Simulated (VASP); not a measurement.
# WC (P1) in VASP: notebook, part 2 of 3

VASP 6.6.1. Earlier steps stand in the parts before.

## Step 4: Single point, PBE+D3(BJ)

Input file INCAR:

```
  PREC = Accurate
  ENCUT = 520
  EDIFF = 1E-7
  ISMEAR = -1
  SIGMA = 0.36
  LREAL = Auto
  LASPH = True
  NELM = 80
  ALGO = Normal
  ISIF = 2
  LWAVE = False
  LCHARG = False
  GGA = PE
  IVDW = 12
  NBANDS = 86
```

Input file KPOINTS:

```
Automatic mesh
0
Gamma
  2 2 2
```

Input file POSCAR:

```
WC
1.0
   -2.9803000000     -5.1620300000      0.0000000000
    4.4704490000     -2.5810150000      0.0000000000
    0.0000000000      0.0000000000      5.8542380000
W C
8 8
Direct
    0.7388831592      0.4336909960      0.0264936274
    0.7506331342      0.4604038498      0.5100578419
    0.4979920006     -0.1042030545      0.0009053270
    0.4417809576     -0.0694248412      0.5225786857
    0.2481772957      0.4308387802      0.0196097255
    0.2255765533      0.4582953081      0.4979298758
   -0.0255652729     -0.0731228972      0.0301832621
   -0.0433556997     -0.0406028548      0.4923612603
    0.4896104947      0.6025985661      0.2702828276
    0.4480996696      0.6248301782      0.7399425852
    0.2424453745      0.1235133092      0.2401678920
    0.2102617739      0.1094617487      0.7577074933
   -0.0182626319      0.6223025647      0.2387671974
   -0.0232157985      0.6224452970      0.8042208055
    0.7185256141      0.1238850701      0.2904220840
    0.7337087234      0.1274977320      0.7530271233
```

Potentials or basis: VASP PAW PBE potentials, release 64 (W_sv, C).

Launch:

```bash
$ cat potpaw_PBE.64/W_sv/POTCAR potpaw_PBE.64/C/POTCAR > POTCAR
$ mpirun -np 1 vasp_std > vasp.out
```

OUTCAR:

```text
PREC = Accurate
   ENCUT = 520
   EDIFF = 1E-7
   ISMEAR = -1
   LREAL = Auto
   LASPH = True
   NELM = 80
   ISIF = 2
   GGA = PE
   IVDW = 12
 IVDW          = 12

 ion  position               nearest neighbor table
   1  0.739  0.434  0.026-  13 2.14  14 2.16  15 2.23   9 2.24  16 2.25  10 2.61   3 2.79   2 2.84
                             7 2.91   5 2.93   7 2.97   2 3.03   5 3.04   3 3.13
   2  0.751  0.460  0.510-  15 2.17   9 2.22  16 2.23  13 2.26  14 2.34  10 2.40   6 2.83   1 2.84
                             8 2.86   8 2.86   1 3.03   4 3.05   6 3.13   4 3.30
   3  0.498  0.896  0.001-  10 2.09   9 2.19  16 2.35  11 2.38  15 2.45  12 2.49   1 2.79   4 2.83
                             5 2.83   7 2.85   4 3.08   1 3.13   7 3.13   5 3.14
   4  0.442  0.931  0.523-  10 2.03  12 2.16   9 2.26  11 2.27  15 2.36  16 2.43   6 2.76   3 2.83
                             8 2.90   6 3.02   2 3.05   3 3.08   8 3.08   2 3.30
   5  0.248  0.431  0.020-  11 2.05   9 2.24  10 2.26  13 2.27  12 2.27  14 2.28   6 2.81   3 2.83
                             1 2.93   1 3.04   7 3.04   6 3.06   7 3.07   3 3.14
   6  0.226  0.458  0.498-  10 2.12   9 2.19  13 2.27  11 2.30  12 2.36  14 2.48   4 2.76   5 2.81
                             2 2.83   4 3.02   8 3.03   8 3.04   5 3.06   2 3.13
   7  0.974  0.927  0.030-  13 1.99  14 2.05  11 2.26  12 2.33  15 2.38  16 2.40   8 2.71   3 2.85
                             1 2.91   1 2.97   5 3.04   5 3.07   3 3.13   8 3.15
   8  0.957  0.959  0.492-  15 2.03  16 2.20  13 2.29  12 2.30  11 2.41  14 2.52   7 2.71   2 2.86
                             2 2.86   4 2.90   6 3.03   6 3.04   4 3.08   7 3.15
   9  0.490  0.603  0.270-   3 2.19   6 2.19   2 2.22   1 2.24   5 2.24   4 2.26
  10  0.448  0.625  0.740-   4 2.03   3 2.09   6 2.12   5 2.26   2 2.40   1 2.61
  11  0.242  0.124  0.240-   5 2.05   7 2.26   4 2.27   6 2.30   3 2.38   8 2.41
  12  0.210  0.109  0.758-   4 2.16   5 2.27   8 2.30   7 2.33   6 2.36   3 2.49
  13  0.982  0.622  0.239-   7 1.99   1 2.14   2 2.26   6 2.27   5 2.27   8 2.29
  14  0.977  0.622  0.804-   7 2.05   1 2.16   5 2.28   2 2.34   6 2.48   8 2.52
  15  0.719  0.124  0.290-   8 2.03   2 2.17   1 2.23   4 2.36   7 2.38   3 2.45
  16  0.734  0.127  0.753-   8 2.20   2 2.23   1 2.25   3 2.35   7 2.40   4 2.43

  LATTYP: Found a simple orthorhombic cell.
 ALAT       =     5.1620299003
 B/A-ratio  =     1.1340961043
 C/A-ratio  =     1.1547006178

  Lattice vectors:

 A1 = (   4.4704490000,  -2.5810150000,   0.0000000000)
 A2 = (   0.0000000000,   0.0000000000,   5.8542380000)
[... 173 lines left out ...]
 maximum number of plane-waves:      4876
 NGX is ok and might be reduce to    48
   NGX = 23   NGY = 19   NGZ = 21

 number of electron     144.0000001 magnetization

 Free energy of the ion-electron system (eV)
  ---------------------------------------------------
  ext. energy  EPLUGINS =         0.00000000
  ---------------------------------------------------
  free energy    TOTEN  =      -174.82701435 eV

  energy without entropy =     -172.59843029  energy(sigma->0) =     -173.71272232

 E-fermi :  10.3693     XC(G=0): -13.3197

 val. band max:       10.3554494686   @ k =   0.0000   0.0000   0.5000
 cond. band min:      10.4027937483   @ k =   0.0000   0.5000   0.0000
 fundamental gap:      0.0473442797
 Fermi energy:        10.3692811471

 k-point     1 :       0.0000    0.0000    0.0000
  band No.  band energies     occupation
      1     -64.1757      2.00000
      2     -64.1254      2.00000
      3     -64.0759      2.00000
      4     -64.0340      2.00000
      5     -64.0263      2.00000
      6     -64.0093      2.00000
[... 685 lines left out ...]
     83      13.2648      0.00064
     84      13.5595      0.00028
 [bands above 84 left out]

------------------------ aborting loop because EDIFF is reached ----------------------------------------

 Edisp (eV)   -6.79634

 E8    (eV) :    -3.1148

  FORCE on cell =-STRESS in cart. coord.  units (eV):
  Direction    XX          YY          ZZ          XY          YZ          ZX
  --------------------------------------------------------------------------------------
  -------------------------------------------------------------------------------------
  Total     -15.01399   -18.51287   -20.11624    -2.61406    -0.75535    -4.49940
  in kB    -133.54444  -164.66585  -178.92728   -23.25117    -6.71856   -40.02071
  external pressure =     -159.05 kB  Pullay stress =        0.00 kB

 VOLUME and BASIS-vectors are now :
 -----------------------------------------------------------------------------
  energy-cutoff  :      520.00
  volume of cell :      180.13
      direct lattice vectors                 reciprocal lattice vectors
    -2.980300000 -5.162030000  0.000000000    -0.083884187 -0.145291670  0.000000000
     4.470449000 -2.581015000  0.000000000     0.167768374 -0.096861135  0.000000000
     0.000000000  0.000000000  5.854238000     0.000000000  0.000000000  0.170816424

 POSITION                                       TOTAL-FORCE (eV/Angst)
 -----------------------------------------------------------------------------------
     -0.26330     -4.93350      0.15510         0.018688      0.672794     -1.618323
     -0.17890     -5.06310      2.98600         0.690744      2.203529      1.399721
      2.52045     -4.88272      0.00530         5.077865     -0.845039      1.424413
      2.84345     -4.68232      3.05930         1.184234     -4.456123     -2.278615
      1.18640     -2.39310      0.11480         1.714513      1.071774     -2.325678
      1.37650     -2.34730      2.91500        -1.541571      1.228745      1.693286
[... 8 lines left out ...]
     -1.58760     -4.02880      1.70020        -0.522505      0.276561     -1.933480
     -1.61670     -4.11650      4.40840        -0.564230      1.037744      0.670148
 -----------------------------------------------------------------------------------
    total drift:                                0.005362      0.003710      0.006766

  FREE ENERGIE OF THE ION-ELECTRON SYSTEM (eV)
  ---------------------------------------------------
  free  energy   TOTEN  =      -181.6233529840 eV

  energy  without entropy=     -179.3947689179  energy(sigma->0) =     -180.50906095
```

OSZICAR:

```text
N       E                     dE             d eps       ncg     rms          rms(c)
DAV:   1     0.192118513905E+04    0.19212E+04   -0.78838E+04  1376   0.190E+03
DAV:   2    -0.590052701522E+01   -0.19271E+04   -0.18705E+04  1376   0.609E+02
DAV:   3    -0.189858393438E+03   -0.18396E+03   -0.17492E+03  1632   0.165E+02
[... 13 lines left out ...]
DAV:  17    -0.174827013838E+03    0.12025E-06   -0.37209E-06  1552   0.564E-03    0.149E-03
DAV:  18    -0.174827014066E+03   -0.22808E-06   -0.24591E-06   904   0.267E-03    0.708E-04
DAV:  19    -0.174827014205E+03   -0.13886E-06   -0.15772E-06   832   0.131E-03    0.338E-04
DAV:  20    -0.174827014274E+03   -0.69012E-07   -0.10732E-06   832   0.704E-04    0.244E-04
DAV:  21    -0.174827014353E+03   -0.79628E-07   -0.78153E-07   832   0.387E-04
   1 F= -.18162335E+03 E0= -.18050906E+03  d E =-.222858E+01
```

stdout:

```text
POSCAR found type information on POSCAR W C
 POSCAR found :  2 types and      16 ions
 scaLAPACK will be used
 LDA part: xc-table for (Slater+PW92), standard interpolation
 POSCAR, INCAR and KPOINTS ok, starting setup
 FFT: planning ... GRIDC
 FFT: planning ... GRID_SOFT
 FFT: planning ... GRID
 WAVECAR not read
 entering main loop
```

It took 2.6 min on 1 thread of AMD EPYC 9R45 (Zen 5), shared host; peak memory 0.3 GiB.

Results:

```yaml
Free_energy: -181.6234 eV
Pressure: -15.9 GPa
Largest_force: 5.341 eV/Å
Band_gap_on_the_k_mesh: zero (band 72 reaches 10.48 eV, above the bottom of band 73 at 10.46 eV)
Dispersion_energy_per_atom: -0.425 eV
```

Forces in eV/Å, atoms in the order of the input:
```
W    0.019  0.673 -1.618
W    0.691  2.204  1.400
W    5.078 -0.845  1.424
W    1.184 -4.456 -2.279
W    1.715  1.072 -2.326
W   -1.542  1.229  1.693
W    3.065 -2.060 -3.752
W   -1.763 -1.380  3.913
C    0.327  0.163 -0.461
C   -2.623 -0.215  1.217
C   -1.515  1.594  1.740
C   -0.147 -0.371  0.028
C   -2.013  0.469  2.881
C   -1.389  0.611 -2.598
C   -0.523  0.277 -1.933
C   -0.564  1.038  0.670
```

Stress tensor (GPa, compression positive):
```
-13.35  -2.33  -4.00
 -2.33 -16.47  -0.67
 -4.00  -0.67 -17.89
```

Levels at points of the mesh, in eV from the Fermi level:
```
           k point  band 68  band 69  band 70  band 71  band 72  band 73  band 74  band 75  band 76  band 77
(0.00, 0.00, 0.00)    -1.16    -0.99    -0.51    -0.40    -0.28     0.09     0.33     0.81     1.19     1.82
(0.50, 0.00, 0.00)    -1.71    -1.16    -0.91    -0.23     0.11     0.19     0.60     0.64     1.01     1.25
(0.00, 0.50, 0.00)    -1.65    -1.08    -0.63    -0.20     0.03     0.73     1.26     1.27     1.64     1.84
(0.50, 0.50, 0.00)    -1.87    -1.71    -1.49    -1.35    -0.88     1.13     1.23     1.31     1.45     1.57
(0.00, 0.00, 0.50)    -1.29    -1.16    -0.77    -0.41    -0.01     0.24     0.35     0.89     0.99     1.74
(0.50, 0.00, 0.50)    -1.36    -1.18    -1.04    -0.86    -0.73     0.10     0.26     0.35     0.41     1.81
(0.00, 0.50, 0.50)    -1.44    -1.39    -1.18    -0.93    -0.71     0.50     0.76     0.96     1.00     1.74
(0.50, 0.50, 0.50)    -1.64    -1.45    -1.37    -1.29    -0.95     0.51     0.89     1.00     1.09     1.36
```

Caveat: the k points lie up to 0.61 Å⁻¹ apart; spin-orbit coupling is left out, which moves the levels of the heavy elements; pairwise dispersion overbinds metals, which lowers pressure and volume; forces of over 1 eV/Å act on the atoms, so gaps and moduli don't describe the material at rest.

(Continued in part 3 of 3.)
